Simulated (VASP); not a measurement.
Write the native input for VASP 6.6.1 that does the following.

```yaml
Task: single point
Functional: PBE
Potentials_or_basis: VASP PAW PBE potentials, release 64 (Sc_sv, Al)
Cutoff: 520 eV
k_mesh: 6 × 6 × 6
Occupations: gaussian, width 0.05 eV
Spin: no spin polarisation
Dipole_correction: no
Further_INCAR_settings: ALGO = Normal; EDIFF = 1e-06; NBANDS = 18
```

The structure of ScAl3 lies in POSCAR:

```
ScAl3
1.0
    4.0603707999      0.0000000000      0.0000000000
    0.0000000000      4.0603707999      0.0000000000
    0.0000000000      0.0000000000      4.0603707999
Sc Al
1 3
Direct
    0.0000000000      0.0000000000      0.0000000000
    0.5000000000      0.0000000000      0.5000000000
    0.0000000000      0.5000000000      0.5000000000
    0.5000000000      0.5000000000      0.0000000000
```

The input as run:

INCAR

```
SYSTEM = ScAl3
  ALGO = Normal
  EDIFF = 1E-6
  ENCUT = 520
  GGA = PE
  ISIF = 2
  ISMEAR = 0
  LASPH = .True.
  LCHARG = .False.
  LREAL = .False.
  LWAVE = .False.
  NBANDS = 18
  NELM = 80
  PREC = Accurate
  SIGMA = 0.05
```

KPOINTS

```
k-points
0
Gamma
  6 6 6
  0 0 0
```

Potentials or basis: VASP PAW PBE potentials, release 64 (Sc_sv, Al).

Run with:

```console
$ cat potpaw_PBE.64/Sc_sv/POTCAR potpaw_PBE.64/Al/POTCAR > POTCAR
$ mpirun -np 1 vasp_std > vasp.out
```

Results of the run:

```json
{
  "Pressure": "3.0 GPa",
  "Band gap on the k mesh": "zero (band 10 reaches 8.44 eV, above the bottom of band 11 at 4.47 eV)"
}
```

It used 16 s of CPU time on 1 thread of Intel Xeon 6975P-C, with other jobs on the host.
